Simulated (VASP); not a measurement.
# AlN (P6_3mc) in VASP: a series of runs

AlN is run at these levels: PBEsol; tasks: single point.

Program: VASP 6.6.1. These are calculated values, not measurements. Logs are shortened: lines on timing, memory, paths and dates and some standing lists are left out, and cuts for length are marked.

## (1) The cell of the first run

It takes space group P6_3mc (No. 186, hexagonal). The conventional cell has a = 3.121 Å, b = 3.121 Å, c = 4.995 Å, α = 90.00°, β = 90.00°, γ = 120.00°. Al (site symmetry 3m) has 4 N at 1.89 to 1.92 Å within 2.5 Å. Within 2.5 Å of N (site symmetry 3m) lie 4 Al at 1.89 to 1.92 Å.

## (2) Single point, PBEsol (10.54 Å³/atom)

File INCAR:

```
PREC     = Accurate       # precision mode
ENCUT    = 520            # plane-wave cutoff, eV
EDIFF    = 1E-7           # SCF threshold, eV
ISMEAR   = -1             # smearing method
SIGMA    = 0.02           # smearing width, eV
LREAL    = False          # projectors in reciprocal space
LASPH    = True           # aspherical terms in the spheres
NELM     = 100            # most SCF steps
ALGO     = Normal         # electronic algorithm
ISIF     = 2              # what is computed and relaxed
LWAVE    = False          # write WAVECAR
LCHARG   = False          # write CHGCAR
GGA      = PS             # functional
NBANDS   = 16             # bands
```

File KPOINTS:

```
Automatic mesh
0
Gamma
  11 11 6
```

File POSCAR:

```
AlN
1.0
    3.1213377828      0.0000000000      0.0000000000
   -1.5606688914      2.7031578137      0.0000000000
    0.0000000000      0.0000000000      4.9945383275
Al N
2 2
Direct
    0.3333333333      0.6666666667      0.0000000000
    0.6666666667      0.3333333333      0.5000000000
    0.3333333333      0.6666666667      0.3850000000
    0.6666666667      0.3333333333      0.8850000000
```

Potentials or basis: VASP PAW PBE potentials, release 64 (Al, N).

Command:

```console
$ cat potpaw_PBE.64/Al/POTCAR potpaw_PBE.64/N/POTCAR > POTCAR
$ mpirun -np 1 vasp_std > vasp.out
```

OUTCAR:

```text
PREC = Accurate
   ENCUT = 520
   EDIFF = 1E-7
   ISMEAR = -1
   LREAL = False
   LASPH = True
   NELM = 100
   ISIF = 2
   GGA = PS

 ion  position               nearest neighbor table
   1  0.333  0.667  0.000-   4 1.89   4 1.89   4 1.89   3 1.92   2 3.08   2 3.08   2 3.08   2 3.08
                             2 3.08   2 3.08
   2  0.667  0.333  0.500-   3 1.89   3 1.89   3 1.89   4 1.92   1 3.08   1 3.08   1 3.08   1 3.08
                             1 3.08   1 3.08
   3  0.333  0.667  0.385-   2 1.89   2 1.89   2 1.89   1 1.92
   4  0.667  0.333  0.885-   1 1.89   1 1.89   1 1.89   2 1.92

  LATTYP: Found a hexagonal cell.
 ALAT       =     3.1213377828
 C/A-ratio  =     1.6001274694

  Lattice vectors:

 A1 = (   3.1213377828,   0.0000000000,   0.0000000000)
 A2 = (  -1.5606688914,   2.7031578137,   0.0000000000)
 A3 = (   0.0000000000,   0.0000000000,   4.9945383275)

Analysis of symmetry for initial positions (statically):
=====================================================================
 Subroutine PRICEL returns:
 Original cell was already a primitive cell.

 Routine SETGRP: Setting up the symmetry group for a
 hexagonal supercell.

 Subroutine GETGRP returns: Found 12 space group operations
 (whereof  6 operations were pure point group operations)
 out of a pool of 24 trial point group operations.

The static configuration has the point symmetry C_3v.
 The point group associated with its full space group is C_6v.

Analysis of symmetry for dynamics (positions and initial velocities):
=====================================================================
 Subroutine PRICEL returns:
 Original cell was already a primitive cell.

 Routine SETGRP: Setting up the symmetry group for a
 hexagonal supercell.

 Subroutine GETGRP returns: Found 12 space group operations
 (whereof  6 operations were pure point group operations)
 out of a pool of 24 trial point group operations.

The dynamic configuration has the point symmetry C_3v.
 The point group associated with its full space group is C_6v.

 Subroutine INISYM returns: Found 12 space group operations
 (whereof  6 operations are pure point group operations),
 and found     1 'primitive' translations

----------------------------------------------------------------------------------------

                                     Primitive cell

  volume of cell :      42.1413

  direct lattice vectors                    reciprocal lattice vectors
     3.121337783  0.000000000  0.000000000     0.320375451  0.184968853  0.000000000
[... 89 lines left out ...]
   NELM   =    100;   NELMIN=  2; NELMDL= -5     # of ELM steps
   EDIFF  = 0.1E-06   stopping-criterion for ELM
   LREAL  =      F    real-space projection
   EDIFFG = 0.1E-05   stopping-criterion for IOM
   NSW    =      0    number of steps for IOM
   IBRION =     -1    ionic relax: 0-MD 1-quasi-New 2-CG
   NFREE  =      0    steps in history (QN), initial steepest desc. (CG)
   ISIF   =      2    stress and relaxation
   ISYM   =      2    0-nonsym 1-usesym 2-fastsym
   POTIM  = 0.5000    time-step for ionic-motion
   TEBEG  =    0.0;   TEEND  =   0.0 temperature during run
   PSTRESS=    0.0 pullay stress
   NELECT =      16.0000    total number of electrons
   NUPDOWN=      -1.0000    fix difference up-down
   EMIN   =  10.00;   EMAX   =-10.00  energy-range for DOS
   EFERMI =   0.00;   METHOD = LEGACY
   ISMEAR =    -1;   SIGMA  =   0.02  broadening in eV -4-tet -1-fermi 0-gaus
   EFERMI_NEDOS =   21; number of points for ismear=-14 and -15
   IALGO  =     38    algorithm
   IMIX   =      4    mixing-type and parameters
     AMIX     =   0.40;   BMIX     =  1.00
     AMIX_MAG =   1.60;   BMIX_MAG =  1.00
  volume/ion in A,a.u.               =      10.54        71.10
  Fermi-wavevector in a.u.,A,eV,Ry     =   1.185438  2.240154 19.119780  1.405264
  Thomas-Fermi vector in A             =   2.321632
   LORBIT       =      0    0 simple, 1 ext, 2 COOP (PROOUT), +10 PAW based schemes
   GGA     = PS    functional components
   LHFCALC =     F    Hartree Fock is set to
   AEXX    =    0.0000 exact exchange contribution
   IVDW    =     0    specifies the selected vdW correction
   LEPSILON=     F    determine dielectric tensor
   LRPA    =     F    only Hartree local field effects (RPA)
 non-spin polarized calculation
  energy-cutoff  :      520.00
  volume of cell :       42.14
 maximum number of plane-waves:      1150
 NGX is ok and might be reduce to    24
   NGX = 11   NGY = 11   NGZ = 19

 number of electron      15.9999998 magnetization

 Free energy of the ion-electron system (eV)
  ---------------------------------------------------
  ext. energy  EPLUGINS =         0.00000000
  ---------------------------------------------------
  free energy    TOTEN  =       -31.30853767 eV

  energy without entropy =      -31.30853767  energy(sigma->0) =      -31.30853767

 E-fermi :   6.4655     XC(G=0): -11.0685

 val. band max:        6.0317595383   @ k =   0.0000   0.0000   0.0000
 cond. band min:      10.0355035951   @ k =   0.0000   0.0000   0.0000
 fundamental gap:      4.0037440568
 Fermi energy:         6.4655088841

 k-point     1 :       0.0000    0.0000    0.0000
  band No.  band energies     occupation
      1      -9.1362      2.00000
      2      -6.9800      2.00000
      3      -0.0175      2.00000
      4       5.0865      2.00000
      5       5.0865      2.00000
      6       5.7398      2.00000
[... 433 lines left out ...]
      3       1.0152      2.00000
      4       2.9244      2.00000
      5       3.3250      2.00000
      6       4.4426      2.00000
[... 8 lines left out ...]
     15      18.2190      0.00000
     16      19.2786      0.00000

 [... further k-points ...]
[... 5 lines left out ...]
  --------------------------------------------------------------------------------------
  -------------------------------------------------------------------------------------
  Total       -0.2295493     -0.2295493     -0.6862302      0.0000000      0.0000000     -0.0000000
  in kB       -8.7272835     -8.7272835    -26.0899280      0.0000000      0.0000000     -0.0000000
  external PRESSURE =     -14.5148317 kB  Pullay stress =       0.0000000 kB

 VOLUME and BASIS-vectors are now :
 -----------------------------------------------------------------------------
  energy-cutoff  :      520.00
  volume of cell :       42.14
      direct lattice vectors                 reciprocal lattice vectors
     3.121337783  0.000000000  0.000000000     0.320375451  0.184968853  0.000000000
    -1.560668891  2.703157814  0.000000000     0.000000000  0.369937706  0.000000000
     0.000000000  0.000000000  4.994538327     0.000000000  0.000000000  0.200218706

 POSITION                                       TOTAL-FORCE (eV/Angst)
 -----------------------------------------------------------------------------------
     -0.00000      1.80211      0.00000         0.000000     -0.000000      0.177359
      1.56067      0.90105      2.49727         0.000000      0.000000      0.177359
     -0.00000      1.80211      1.92290         0.000000     -0.000000     -0.177359
      1.56067      0.90105      4.42017        -0.000000     -0.000000     -0.177359
 -----------------------------------------------------------------------------------
    total drift:                               -0.000000      0.000000      0.000488

  FREE ENERGIE OF THE ION-ELECTRON SYSTEM (eV)
  ---------------------------------------------------
  free  energy   TOTEN  =       -31.3085376702 eV

  energy  without entropy=      -31.3085376702  energy(sigma->0) =      -31.30853767
```

OSZICAR:

```text
N       E                     dE             d eps       ncg     rms          rms(c)
DAV:   1     0.403382499540E+02    0.40338E+02   -0.72961E+03  2048   0.894E+02
DAV:   2    -0.321897036175E+02   -0.72528E+02   -0.66462E+02  2880   0.186E+02
DAV:   3    -0.357045318728E+02   -0.35148E+01   -0.35042E+01  2504   0.423E+01
DAV:   4    -0.357259517099E+02   -0.21420E-01   -0.21418E-01  2568   0.376E+00
DAV:   5    -0.357262315570E+02   -0.27985E-03   -0.27985E-03  2552   0.430E-01    0.117E+01
DAV:   6    -0.313591855481E+02    0.43670E+01   -0.95499E+00  2456   0.223E+01    0.416E+00
DAV:   7    -0.313458252246E+02    0.13360E-01   -0.60665E-01  2200   0.542E+00    0.288E+00
DAV:   8    -0.313131382590E+02    0.32687E-01   -0.72706E-02  2256   0.229E+00    0.611E-01
DAV:   9    -0.313082450615E+02    0.48932E-02   -0.12587E-02  2680   0.835E-01    0.252E-01
DAV:  10    -0.313086159361E+02   -0.37087E-03   -0.14688E-03  2256   0.247E-01    0.159E-01
DAV:  11    -0.313085391520E+02    0.76784E-04   -0.12187E-04  2384   0.808E-02    0.341E-02
DAV:  12    -0.313085381487E+02    0.10033E-05   -0.54680E-06  2336   0.200E-02    0.542E-03
DAV:  13    -0.313085376623E+02    0.48643E-06   -0.22778E-06  2568   0.112E-02    0.446E-03
DAV:  14    -0.313085376702E+02   -0.79481E-08   -0.16765E-07  1488   0.358E-03
   1 F= -.31308538E+02 E0= -.31308538E+02  d E =-.764598E-12
```

stdout:

```text
POSCAR found type information on POSCAR AlN
 POSCAR found :  2 types and       4 ions
 scaLAPACK will be used
 -----------------------------------------------------------------------------
|                                                                             |
|                                                                             |
|     You enforced a specific xc type in the INCAR file but a different       |
|     I HOPE YOU KNOW WHAT YOU ARE DOING!                                     |
|                                                                             |
 -----------------------------------------------------------------------------

 LDA part: xc-table for (Slater+PW92), standard interpolation
 POSCAR, INCAR and KPOINTS ok, starting setup
 FFT: planning ... GRIDC
 FFT: planning ... GRID_SOFT
 FFT: planning ... GRID
 WAVECAR not read
 entering main loop
```

Run time: 41 s. Hardware: 1 thread of Intel Xeon 8259CL, shared host; peak memory 0.17 GiB.

Results:

| Item | Value |
| --- | --- |
| Free energy | -31.3085 eV |
| Pressure | -1.5 GPa |
| Largest force | 0.177 eV/Å |
| Band gap on the k mesh | 4.00 eV |

Forces in eV/Å, atoms in the order of the input:
```
Al   0.000  0.000  0.177
Al   0.000  0.000  0.177
N    0.000  0.000 -0.177
N    0.000  0.000 -0.177
```

Caveat: the PAW data sets were made with another functional, which shifts forces and pressure a little; an odd mesh through Γ misses points on the zone boundary, where band edges can lie.

## (3) Single point, PBEsol (10.85 Å³/atom)

This run uses another cell than the first one, of 10.85 Å³/atom.

File INCAR:

```
PREC     = Accurate       # precision mode
ENCUT    = 520            # plane-wave cutoff, eV
EDIFF    = 1E-6           # SCF threshold, eV
ISMEAR   = -1             # smearing method
SIGMA    = 0.02           # smearing width, eV
LREAL    = F              # projectors in reciprocal space
LASPH    = T              # aspherical terms in the spheres
NELM     = 60             # most SCF steps
ALGO     = Normal         # electronic algorithm
ISIF     = 2              # what is computed and relaxed
LWAVE    = F              # write WAVECAR
LCHARG   = F              # write CHGCAR
GGA      = PS             # functional
NBANDS   = 16             # bands
```

KPOINTS is that of step 2.

File POSCAR:

```
AlN
1.0
    3.1519410852      0.0000000000      0.0000000000
   -1.5759705426      2.7296610510      0.0000000000
    0.0000000000      0.0000000000      5.0435075122
Al N
2 2
Direct
    0.3333333333      0.6666666667      0.0000000000
    0.6666666667      0.3333333333      0.5000000000
    0.3333333333      0.6666666667      0.3850000000
    0.6666666667      0.3333333333      0.8850000000
```

Potentials or basis: VASP PAW PBE potentials, release 64 (Al, N).

Command:

```console
$ cat potpaw_PBE.64/Al/POTCAR potpaw_PBE.64/N/POTCAR > POTCAR
$ mpirun -np 1 vasp_std > vasp.out
```

OUTCAR:

```text
PREC = Accurate
   ENCUT = 520
   EDIFF = 1E-6
   ISMEAR = -1
   LREAL = F
   LASPH = T
   NELM = 60
   ISIF = 2
   GGA = PS

 ion  position               nearest neighbor table
   1  0.333  0.667  0.000-   4 1.91   4 1.91   4 1.91   3 1.94   2 3.11   2 3.11   2 3.11   2 3.11
                             2 3.11   2 3.11
   2  0.667  0.333  0.500-   3 1.91   3 1.91   3 1.91   4 1.94   1 3.11   1 3.11   1 3.11   1 3.11
                             1 3.11   1 3.11
   3  0.333  0.667  0.385-   2 1.91   2 1.91   2 1.91   1 1.94
   4  0.667  0.333  0.885-   1 1.91   1 1.91   1 1.91   2 1.94

  LATTYP: Found a hexagonal cell.
 ALAT       =     3.1519410852
 C/A-ratio  =     1.6001274693

  Lattice vectors:

 A1 = (   3.1519410852,   0.0000000000,   0.0000000000)
 A2 = (  -1.5759705426,   2.7296610510,   0.0000000000)
 A3 = (   0.0000000000,   0.0000000000,   5.0435075122)

Analysis of symmetry for initial positions (statically):
=====================================================================
 Subroutine PRICEL returns:
 Original cell was already a primitive cell.

 Routine SETGRP: Setting up the symmetry group for a
 hexagonal supercell.
[... 169 lines left out ...]
  free energy    TOTEN  =       -31.27608488 eV

  energy without entropy =      -31.27608488  energy(sigma->0) =      -31.27608488

 E-fermi :   6.2010     XC(G=0): -10.9417

 val. band max:        5.7550529025   @ k =   0.0000   0.0000   0.0000
 cond. band min:       9.5067341389   @ k =   0.0000   0.0000   0.0000
 fundamental gap:      3.7516812364
 Fermi energy:         6.2009958632

 k-point     1 :       0.0000    0.0000    0.0000
  band No.  band energies     occupation
      1      -9.2386      2.00000
      2      -7.1725      2.00000
      3      -0.1613      2.00000
      4       4.8241      2.00000
      5       4.8241      2.00000
      6       5.4699      2.00000
[... 433 lines left out ...]
      3       0.8398      2.00000
      4       2.6948      2.00000
      5       3.0854      2.00000
      6       4.1904      2.00000
[... 8 lines left out ...]
     15      17.6582      0.00000
     16      18.7543      0.00000

 [... further k-points ...]
[... 5 lines left out ...]
  --------------------------------------------------------------------------------------
  -------------------------------------------------------------------------------------
  Total       -1.7701141     -1.7701141     -2.0518085      0.0000000      0.0000000     -0.0000000
  in kB      -65.3570373    -65.3570373    -75.7579002      0.0000000      0.0000000     -0.0000000
  external PRESSURE =     -68.8239916 kB  Pullay stress =       0.0000000 kB

 VOLUME and BASIS-vectors are now :
 -----------------------------------------------------------------------------
  energy-cutoff  :      520.00
  volume of cell :       43.39
      direct lattice vectors                 reciprocal lattice vectors
     3.151941085  0.000000000  0.000000000     0.317264813  0.183172925  0.000000000
    -1.575970543  2.729661051  0.000000000     0.000000000  0.366345851  0.000000000
     0.000000000  0.000000000  5.043507512     0.000000000  0.000000000  0.198274712

 POSITION                                       TOTAL-FORCE (eV/Angst)
 -----------------------------------------------------------------------------------
     -0.00000      1.81977      0.00000        -0.000000     -0.000000      0.175362
      1.57597      0.90989      2.52175         0.000000      0.000000      0.175362
     -0.00000      1.81977      1.94175         0.000000     -0.000000     -0.175362
      1.57597      0.90989      4.46350        -0.000000      0.000000     -0.175362
 -----------------------------------------------------------------------------------
    total drift:                               -0.000000      0.000000      0.000208

  FREE ENERGIE OF THE ION-ELECTRON SYSTEM (eV)
  ---------------------------------------------------
  free  energy   TOTEN  =       -31.2760848781 eV

  energy  without entropy=      -31.2760848781  energy(sigma->0) =      -31.27608488
```

stdout:

```text
POSCAR found type information on POSCAR AlN
 POSCAR found :  2 types and       4 ions
 scaLAPACK will be used
 -----------------------------------------------------------------------------
|                                                                             |
|                                                                             |
|     You enforced a specific xc type in the INCAR file but a different       |
|     I HOPE YOU KNOW WHAT YOU ARE DOING!                                     |
|                                                                             |
 -----------------------------------------------------------------------------

 LDA part: xc-table for (Slater+PW92), standard interpolation
 POSCAR, INCAR and KPOINTS ok, starting setup
 FFT: planning ... GRIDC
 FFT: planning ... GRID_SOFT
 FFT: planning ... GRID
 WAVECAR not read
 entering main loop
```

Run time: 45 s. Hardware: 1 thread of Intel Xeon 8259CL, shared host; peak memory 0.17 GiB.

Results:

```yaml
Free_energy: -31.2761 eV
Pressure: -6.9 GPa
Largest_force: 0.175 eV/Å
Band_gap_on_the_k_mesh: 3.75 eV
```

Forces on the atoms (eV/Å):
```
Al   0.000  0.000  0.175
Al   0.000  0.000  0.175
N    0.000  0.000 -0.175
N    0.000  0.000 -0.175
```

Caveat: the cell stands under tension; the PAW data sets were made with another functional, which shifts forces and pressure a little; an odd mesh through Γ misses points on the zone boundary, where band edges can lie.
